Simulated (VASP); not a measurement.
A run of VASP 6.6.1 is set up as follows.

INCAR

```
PREC = Accurate ; ENCUT = 600
EDIFF = 1E-7 ; ISMEAR = -1
SIGMA = 0.05 ; LREAL = False
LASPH = True ; NELM = 100
ALGO = Normal ; ISIF = 3
LWAVE = False ; LCHARG = False
GGA = PE ; IBRION = 2
NSW = 60 ; EDIFFG = -0.005
```

Contents of KPOINTS:

```
regular mesh
0
Gamma
  8 8 5
```

The input POSCAR:

```
Cs
1.0
    5.4974881302      0.0000000000      0.0000000000
   -2.7487440651      4.7609643778      0.0000000000
    0.0000000000      0.0000000000      8.9059307710
Cs
2
Direct
    0.3333333333      0.6666666667      0.2500000000
    0.6666666667      0.3333333333      0.7500000000
```

Potentials or basis: VASP PAW PBE potentials, release 64 (Cs_sv).

Launch:

```sh
$ cat potpaw_PBE.64/Cs_sv/POTCAR > POTCAR
$ mpirun -np 1 vasp_std > vasp.out
```

Problem. Predict the space group after relaxing (to 0.1 Å).

Solution. P6_3/mmc (No. 194).

Problem. Estimate the relaxed volume.

Solution. 117.55 Å³/atom.

The path:
```csv
step,energy change (eV),largest force (eV/Å),pressure (GPa),volume (Å³)
1,0.0000,0.0000,0.02,233.10
2,-0.0001,0.0000,0.01,233.52
3,-0.0002,0.0000,0.00,234.80
4,-0.0001,0.0000,-0.02,237.37
5,-0.0002,0.0000,-0.01,235.77
6,-0.0002,0.0000,-0.01,235.70
7,-0.0003,0.0000,0.00,235.55
8,-0.0003,0.0000,0.00,235.10
```
